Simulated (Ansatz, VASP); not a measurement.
**One calculation of Sb, two programs**

```
Sb
1.0
     3.07577    0.00000    0.00000
     0.00000    3.07577    0.00000
     0.00000    0.00000    3.07577
Sb
1
Cartesian
  0.0000 0.0000 0.0000
```

Change from the starting cell: volume scaled by 0.97.

Alike in both runs: task single point; functional PBE; k mesh 13 × 13 × 13; occupations fermi-dirac, width 0.05 eV; no spin polarisation.

|  | VASP | Ansatz |
| --- | --- | --- |
| version | VASP 6.6.1 | Ansatz 0.2.0 |
| potentials or method | VASP PAW PBE potentials, release 64 (Sb), cutoff 520 eV | all-electron LAPW, scalar-relativistic |

|  | VASP | Ansatz | Ansatz less VASP |
| --- | --- | --- | --- |
| pressure (GPa) | 1.8 | 1.9 | +0.02 |

Ansatz ran all-electron here, and VASP with PAW potentials.

Neither program's run includes spin-orbit coupling.
